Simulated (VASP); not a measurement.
Set up this calculation in VASP 6.6.1, as the native input.

* Task: single point
* Functional: LDA
* Potentials or basis: VASP PAW LDA potentials, release 64 (B, N)
* Cutoff: 520 eV
* k mesh: 12 × 12 × 4
* Occupations: gaussian, width 0.05 eV
* Spin: no spin polarisation
* Dipole correction: no
* Further INCAR settings: ALGO = Normal; EDIFF = 1e-06; NBANDS = 16

The structure of BN lies in POSCAR:

```
BN
1.0
    2.5039917043      0.0000000000      0.0000000000
   -1.2519958522      2.1685204268      0.0000000000
    0.0000000000      0.0000000000      6.6612000000
B N
2 2
Direct
    0.2932445598      0.6373196476      0.2500000000
    0.7067554402      0.3626803524      0.7500000000
    0.3733835676      0.6959854730      0.7500000000
    0.6266164324      0.3040145270      0.2500000000
```

This cell differs from its parent crystal: mode 4 (44.4 1/cm) frozen in, largest displacement -0.090 Å.

The input as run:

INCAR

```
SYSTEM = BN
ALGO = Normal
EDIFF = 1E-6
ENCUT = 520
GGA = CA
ISIF = 2
ISMEAR = 0
LASPH = .True.
LCHARG = .True.
LELF = .True.
LREAL = .False.
LVHAR = .True.
LWAVE = .False.
NBANDS = 16
NELM = 80
PREC = Accurate
SIGMA = 0.05
```

KPOINTS

```
k-points
0
Gamma
  12 12 4
  0 0 0
```

Potentials or basis: VASP PAW LDA potentials, release 64 (B, N).

The run is started by

```sh
$ cat potpaw_LDA.64/B/POTCAR potpaw_LDA.64/N/POTCAR > POTCAR
$ mpirun -np 1 vasp_std > vasp.out
```

It gave:

```yaml
Pressure: -4.2 GPa
Largest_force: 0.008 eV/Å
Band_gap_on_the_k_mesh: 3.74 eV, indirect (least direct gap 4.13 eV)
```

Caveat: the cell differs from its parent crystal (mode 4 (44.4 1/cm) frozen in, largest displacement -0.090 Å).

It took 67 s on 1 thread of Intel(R) Xeon(R) Platinum 8488C (Sapphire Rapids), with other jobs on the host, peak memory 0.21 GiB.
